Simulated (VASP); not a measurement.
**GaReSi: density of states with PBE**

The system is GaReSi.

```
Ga Si Re
1.0
     3.21031    0.00000    0.00000
     0.00000    3.21031    0.00000
     0.00000    0.00000    8.11543
Ga Si Re
2 2 2
Direct
  0.50000 0.00000 0.91366
  0.00000 0.50000 0.08634
  0.00000 0.50000 0.41552
  0.50000 0.00000 0.58448
  0.00000 0.50000 0.72877
  0.50000 0.00000 0.27123
```

```json
{
  "Program": "VASP 6.6.1",
  "Task": "density of states",
  "Functional": "PBE",
  "Potentials or basis": "VASP PAW PBE potentials, release 64 (Ga_d, Si, Re)",
  "Cutoff": "520 eV",
  "k mesh": "12 × 12 × 6",
  "Occupations": "gaussian, width 0.01 eV",
  "Spin": "no spin polarisation",
  "Dipole correction": "no",
  "k mesh for the DOS": "18 × 18 × 9",
  "Occupations for the DOS": "tetrahedron",
  "Further INCAR settings": "ALGO = Normal; EDIFF = 1e-07"
}
```

```yaml
Valence_electrons_inside_the_program's_atomic_spheres: Ga 11.75; Si 1.61; Re 6.10
```

Levels at points of the mesh, in eV from the valence-band top:
| k point | band 21 | band 22 | band 23 | band 24 | band 25 | band 26 | band 27 | band 28 |
| --- | --- | --- | --- | --- | --- | --- | --- | --- |
| (0.00, 0.00, 0.00) | -0.89 | -0.89 | -0.10 | 0.00 | 0.92 | 0.92 | 3.15 | 4.02 |
| (0.50, 0.00, 0.00) | -2.34 | -2.34 | -0.83 | -0.83 | 1.49 | 1.49 | 2.84 | 2.86 |
| (0.50, 0.50, 0.00) | -3.21 | -3.21 | -0.92 | -0.92 | 1.76 | 1.77 | 2.26 | 2.29 |

Wall time 17 min on 1 thread of AMD EPYC 7R43 64-Core Processor (Zen 3), with other jobs on the host, peak memory 0.62 GiB.

Caveat: spin-orbit coupling is left out, which moves the levels of the heavy elements.
